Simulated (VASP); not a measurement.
A run of VASP 6.6.1 is set up as follows.

Contents of POSCAR:

```
Pd
1.0
    2.7760142698      0.0000000000      0.0000000000
   -1.3880071349      2.4040988789      0.0000000000
    0.0000000000      0.0000000000      4.6257977245
Pd
2
Direct
    0.3333333333      0.6666666667      0.2500000000
    0.6666666667      0.3333333333      0.7500000000
```

INCAR.step1

```
SYSTEM = Pd
ALGO = Normal
EDIFF = 1E-5
ENCUT = 520
GGA = PE
ISIF = 2
ISMEAR = -1
LASPH = .True.
LREAL = .False.
LWAVE = .True.
NBANDS = 17
NELM = 100
PREC = Accurate
SIGMA = 0.1
```

The input INCAR.step2:

```
SYSTEM = Pd
ALGO = Normal
EDIFF = 1E-6
ENCUT = 520
GGA = PE
HFSCREEN = 0.2079
ISIF = 2
ISMEAR = -1
ISTART = 1
LASPH = .True.
LCHARG = .True.
LELF = .True.
LHFCALC = .True.
LREAL = .False.
LVHAR = .True.
LWAVE = .False.
NBANDS = 17
NELM = 100
PREC = Accurate
PRECFOCK = Normal
SIGMA = 0.1
```

The input KPOINTS:

```
k-points
0
Gamma
  7 7 4
  0 0 0
```

Potentials or basis: VASP PAW PBE potentials, release 64 (Pd).

Command:

```bash
$ cat potpaw_PBE.64/Pd/POTCAR > POTCAR
$ cp INCAR.step1 INCAR
$ mpirun -np 1 vasp_std > vasp.out
$ cp INCAR.step2 INCAR
$ mpirun -np 1 vasp_std > vasp.out
```

Estimate the pressure.

-4.1 GPa.

Predict the band gap on the k mesh.

zero (bands 10 and 11 overlap by 1.07 eV).

Stress tensor (GPa, compression positive):
```
-5.30  0.00  0.00
 0.00 -5.30  0.00
 0.00  0.00 -1.59
```

Caveat: the k points lie up to 0.37 Å⁻¹ apart, too coarse for converged energies and pressures of a metal; the PAW data sets were made with another functional, which shifts forces and pressure a little.
